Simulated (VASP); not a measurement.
Write the native input for VASP 6.6.1 that does the following.

- Task: single point
- Functional: PBEsol
- Potentials or basis: VASP PAW PBE potentials, release 64 (Ag, B)
- Cutoff: 520 eV
- k mesh: 7 × 7 × 7
- Occupations: methfessel-paxton, width 0.05 eV
- Spin: no spin polarisation
- Dipole correction: no
- Further INCAR settings: ALGO = Normal; EDIFF = 1e-07; NBANDS = 16

The structure of AgB2 lies in POSCAR:

```
AgB2
1.0
    0.0000000000      2.5529819270      2.5529819270
    2.5529819270      0.0000000000      2.5529819270
    2.5529819270      2.5529819270      0.0000000000
Ag B
1 2
Direct
    0.0000000000      0.0000000000      0.0000000000
    0.2500000000      0.2500000000      0.2500000000
    0.7500000000      0.7500000000      0.7500000000
```

One way to write it, as run:

INCAR

```
SYSTEM = AgB2
PREC = Accurate
ENCUT = 520
EDIFF = 1E-7
ISMEAR = 1
SIGMA = 0.05
LREAL = .False.
LASPH = .True.
NELM = 100
ALGO = Normal
ISIF = 2
LWAVE = .False.
LCHARG = .False.
GGA = PS
NBANDS = 16
```

KPOINTS

```
regular mesh
0
Gamma
  7 7 7
  0 0 0
```

Potentials or basis: VASP PAW PBE potentials, release 64 (Ag, B).

Command:

```console
$ cat potpaw_PBE.64/Ag/POTCAR potpaw_PBE.64/B/POTCAR > POTCAR
$ mpirun -np 1 vasp_std > vasp.out
```

Results of the run:

| Quantity | Value |
| --- | --- |
| Pressure | -0.3 GPa |
| Band gap on the k mesh | zero (an odd number of electrons rules out a gap without spin polarisation) |

Caveat: the PAW data sets were made with another functional, which shifts forces and pressure a little.

It took 29 s on 1 thread of Intel Xeon 8259CL, on a shared host, peak memory 0.16 GiB.
